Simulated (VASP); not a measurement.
Ni, 1 atom in the cell. It takes space group Pm-3m (No. 221, cubic). The conventional cell has a = 2.340 Å, b = 2.340 Å, c = 2.340 Å, α = 90.00°, β = 90.00°, γ = 90.00°. Within 3.1 Å of Ni (site symmetry m-3m) lie 6 Ni at 2.34 Å. This isn't the form of Ni at room conditions, which is fcc.

- Program: VASP 6.6.1
- Task: single point
- Functional: PBE
- Potentials or basis: VASP PAW PBE potentials, release 64 (Ni)
- Cutoff: 520 eV
- k mesh: 46 × 46 × 46
- Occupations: fermi-dirac, width 0.0612256 eV
- Spin: no spin polarisation
- Dipole correction: no
- Further INCAR settings: ALGO = Normal; EDIFF = 1e-07; NBANDS = 11

Potentials or basis: VASP PAW PBE potentials, release 64 (Ni).

Launch:

```bash
$ cat potpaw_PBE.64/Ni/POTCAR > POTCAR
$ mpirun -np 1 vasp_std > vasp.out
```

Hardware: 1 thread of Intel(R) Xeon(R) Platinum 8259CL CPU @ 2.50GHz (Skylake/Cascade Lake) (shared host).

Task: Estimate the wall time of this run.

Result: Run time: 3.3 min on 1 thread of Intel(R) Xeon(R) Platinum 8259CL CPU @ 2.50GHz (Skylake/Cascade Lake), on a shared host, peak memory 0.45 GiB. Counts: scf iterations 12, k points 2600.
